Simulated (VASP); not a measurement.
Here is a VASP 6.6.1 calculation.

File INCAR:

```
SYSTEM = C
  PREC = Accurate
  ENCUT = 520
  EDIFF = 1E-6
  ISMEAR = -1
  SIGMA = 0.1
  LREAL = .False.
  LASPH = .True.
  NELM = 60
  ALGO = Normal
  ISIF = 2
  LWAVE = .False.
  LCHARG = .True.
  GGA = PS
  IVDW = 12
  LELF = .True.
  LVHAR = .True.
  NBANDS = 16
```

File KPOINTS:

```
regular mesh
0
Gamma
  11 11 11
  0 0 0
```

POSCAR

```
C
1.0
    1.2433800986      0.7178654073      8.3510694680
   -1.2433800986      0.7178654073      8.3510694680
    0.0000000000     -1.4357318230      8.3510694680
C
4
Direct
    0.9128270000      0.9128270000      0.9128270000
    0.2461500000      0.2461500000      0.2461500000
    0.7538500000      0.7538500000      0.7538500000
    0.0871730000      0.0871730000      0.0871730000
```

Potentials or basis: VASP PAW PBE potentials, release 64 (C).

The run is started by

```console
$ cat potpaw_PBE.64/C/POTCAR > POTCAR
$ mpirun -np 1 vasp_std > vasp.out
```

(1) What does it give for the pressure?

(2) Predict the largest force.

(3) Predict the dispersion energy per atom.

Results:

(1) -7.6 GPa.

(2) 0.006 eV/Å.

(3) -0.086 eV.

Caveat: the cell stands under tension; the PAW data sets were made with another functional, which shifts forces and pressure a little.
